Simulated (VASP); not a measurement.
Here is a VASP 6.6.1 calculation.

The input INCAR:

```
SYSTEM = C
ALGO     = Normal         ! electronic algorithm
DIPOL    = 0.5 0.5 0.625
EDIFF    = 1E-6           ! SCF threshold, eV
ENCUT    = 520            ! plane-wave cutoff, eV
GGA      = CA             ! functional
GGA_COMPAT= .FALSE.      
IDIPOL   = 3            
ISIF     = 2              ! what is computed and relaxed
ISMEAR   = 0              ! smearing method
LASPH    = .TRUE.         ! aspherical terms in the spheres
LCHARG   = .FALSE.        ! write CHGCAR
LDIPOL   = .TRUE.       
LREAL    = .FALSE.        ! projectors in reciprocal space
LWAVE    = .FALSE.        ! write WAVECAR
NBANDS   = 11             ! bands
NELM     = 120            ! most SCF steps
NELMDL   = -8           
PREC     = Accurate       ! precision mode
SIGMA    = 0.04           ! smearing width, eV
```

Contents of KPOINTS:

```
k-points
0
G
  15 15 1
  0 0 0
```

POSCAR

```
C
1.0
    2.4447261156      0.0000000000      0.0000000000
   -1.2223630578      2.1171949214      0.0000000000
    0.0000000000      0.0000000000     20.6537592358
C
2
Direct
    1.0000000000      0.0000000000      0.6246838017
    0.3333333333      0.6666666667      0.6251862296
```

Potentials or basis: VASP PAW LDA potentials, release 64 (C).

Command:

```console
$ cat potpaw_LDA.64/C/POTCAR > POTCAR
$ mpirun -np 1 vasp_std > vasp.out
```

**Question.** Predict the largest force.

**Answer.** 0.184 eV/Å.

**Question.** Predict the band gap on the k mesh.

**Answer.** Zero (filled and empty bands touch).

Forces on the atoms (eV/Å):
```
C    0.000  0.000  0.184
C    0.000  0.000 -0.184
```
